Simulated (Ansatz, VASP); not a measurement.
BeS: VASP beside Ansatz

```
CELL_PARAMETERS angstrom
4.36403 0.00000 0.00000
0.00000 4.36403 0.00000
0.00000 0.00000 5.67927
ATOMIC_POSITIONS crystal
Be 0.00000 0.00000 0.20259
Be 0.50000 0.00000 0.02161
Be 0.00000 0.50000 0.02161
S 0.00000 0.00000 0.57774
S 0.50000 0.00000 0.66294
S 0.00000 0.50000 0.66294
```

Alike in both runs: functional PBE; k mesh 3 × 3 × 2; occupations gaussian, width 0.15 eV; no spin polarisation.

Ansatz relaxed the structure, and its values are those at the end. VASP's run is a single point on that final structure, the one shown.

|  | VASP | Ansatz |
| --- | --- | --- |
| version | VASP 6.6.1 | Ansatz 0.2.0 |
| potentials or method | VASP PAW PBE potentials, release 64 (Be, S), cutoff 600 eV | scalar-relativistic, plane waves, PAW |
| valence electrons in the cell | 24 | 24 |

|  | VASP | Ansatz | Ansatz less VASP |
| --- | --- | --- | --- |
| gap on the k mesh at the Fermi level (eV) | none | none | - |
| pressure (GPa) | 0.3 | 0.3 | +0.06 |
| rms of the force components (eV/Å) | 0.025 | 0.011 | -0.0132 |

A gap of «none» marks a metal or a gap that the smearing closes. With one functional, cell and mesh, what is left measures potentials, basis and numerics.

The k mesh is coarse, so the values compare programs but aren't converged.
